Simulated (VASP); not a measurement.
Set up this calculation in VASP 6.6.1, as the native input.

```
Task                   : single point
Functional             : PBE
Potentials or basis    : VASP PAW PBE potentials, release 64 (Mg, B, Cl)
Cutoff                 : 600 eV
k mesh                 : 4 × 4 × 2
Occupations            : gaussian, width 0.1 eV
Spin                   : no spin polarisation
Dipole correction      : no
Further INCAR settings : ALGO = Normal; EDIFF = 1e-06; NBANDS = 29
```

The structure of MgBCl5 lies in POSCAR:

```
MgBCl5
1.0
    4.0753584460      0.0000000000      0.0000000000
    0.0000000000      4.0753584460      0.0000000000
    0.0000000000      0.0000000000      8.3259835820
Mg B Cl
1 1 5
Direct
    0.0000000000      0.0000000000      0.0000000000
    0.0000000000      0.0000000000      0.5000000000
    0.0000000000      0.5000000000      0.3181221230
    0.0000000000      0.5000000000      0.6818778770
    0.5000000000      0.0000000000      0.3181221230
    0.5000000000      0.0000000000      0.6818778770
    0.5000000000      0.5000000000      0.0000000000
```

The input as run:

INCAR

```
PREC = Accurate ; ENCUT = 600
EDIFF = 1E-6 ; ISMEAR = 0
SIGMA = 0.1 ; LREAL = False
LASPH = True ; NELM = 120
ALGO = Normal ; ISIF = 2
LWAVE = False ; LCHARG = False
GGA = PE ; NBANDS = 29
GGA_COMPAT = False
```

KPOINTS

```
Automatic mesh
0
Gamma
  4 4 2
```

Potentials or basis: VASP PAW PBE potentials, release 64 (Mg, B, Cl).

Launch:

```bash
$ cat potpaw_PBE.64/Mg/POTCAR potpaw_PBE.64/B/POTCAR potpaw_PBE.64/Cl/POTCAR > POTCAR
$ mpirun -np 1 vasp_std > vasp.out
```

Results of the run:

- Pressure: -0.1 GPa
- Largest force: 0.005 eV/Å
- Band gap on the k mesh: zero (band 20 reaches 3.59 eV, above the bottom of band 21 at 2.92 eV)

Caveat: the k points lie up to 0.39 Å⁻¹ apart.

Run time: 34 s on 1 thread of Intel(R) Xeon(R) 6975P-C (Granite Rapids) (shared host), peak memory 0.3 GiB.
